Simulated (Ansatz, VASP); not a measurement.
# One calculation of KCl, two programs

POSCAR

```
KCl
1.0
    3.8391960000      0.0000000000      0.0000000000
    0.0000000000      3.8391960000      0.0000000000
    0.0000000000      0.0000000000      3.8391960000
K Cl
1 1
Direct
    0.0000000000      0.0000000000      0.0000000000
    0.5000000000      0.5000000000      0.5000000000
```

The input INCAR.step1:

```
SYSTEM = KCl
PREC     = Accurate       ! precision mode
ENCUT    = 520            ! plane-wave cutoff, eV
ISMEAR   = 0              ! smearing method
SIGMA    = 0.01           ! smearing width, eV
LREAL    = .False.        ! projectors in reciprocal space
LASPH    = .True.         ! aspherical terms in the spheres
NELM     = 100            ! most SCF steps
NBANDS   = 15             ! bands
GGA      = PE             ! functional
ALGO     = Normal         ! electronic algorithm
EDIFF    = 1E-4           ! SCF threshold, eV
LWAVE    = .True.         ! write WAVECAR
LCHARG   = .False.        ! write CHGCAR
```

File INCAR.step2:

```
SYSTEM = KCl
PREC     = Accurate       ! precision mode
ENCUT    = 520            ! plane-wave cutoff, eV
EDIFF    = 1E-7           ! SCF threshold, eV
ISMEAR   = 0              ! smearing method
SIGMA    = 0.01           ! smearing width, eV
LREAL    = .False.        ! projectors in reciprocal space
LASPH    = .True.         ! aspherical terms in the spheres
NELM     = 100            ! most SCF steps
ALGO     = Normal         ! electronic algorithm
ISIF     = 2              ! what is computed and relaxed
LWAVE    = .False.        ! write WAVECAR
LCHARG   = .False.        ! write CHGCAR
METAGGA  = R2SCAN         ! meta-GGA
LMIXTAU  = .True.       
NBANDS   = 15             ! bands
ISTART   = 1
```

File KPOINTS:

```
regular mesh
0
Gamma
  3 3 3
  0 0 0
```

Input for Ansatz:

```yaml
crystal:
  lattice:
    - [3.839196, 0.0, 0.0]
    - [0.0, 3.839196, 0.0]
    - [0.0, 0.0, 3.839196]
  atoms:
    - { symbol: K, position: [0.0, 0.0, 0.0] }
    - { symbol: Cl, position: [0.5, 0.5, 0.5] }
basis:
  ecutwfc: 750.0
  xc_grid: 2
kpoints:
  mp_grid:
    grid: [3, 3, 3]
hamiltonian:
  xc: r2scan
scf:
  max_iter: 100
  convergence:
    dr2_threshold: 1.0e-06
  mixing:
    algorithm: broyden
    preconditioner: local_kerker
  occupations:
    method: fixed
output:
  eigenvalues: true
```

Alike in both runs: task single point; functional r2SCAN; k mesh 3 × 3 × 3; no spin polarisation.

```csv
,VASP,Ansatz
version,VASP 6.6.1,Ansatz 0.2.0
potentials or method,"VASP PAW PBE potentials, release 64 (K_sv, Cl), cutoff 520 eV","plane waves, PAW"
occupations,"gaussian, width 0.01 eV",fixed
valence electrons in the cell,16,16
```

```tsv
	VASP	Ansatz	Ansatz less VASP
gap on the k mesh at the Fermi level (eV)	5.64	5.64	-0.005
```

VASP's potentials were made for PBE, not for r2SCAN.

The k mesh is coarse, so the values compare programs but aren't converged.
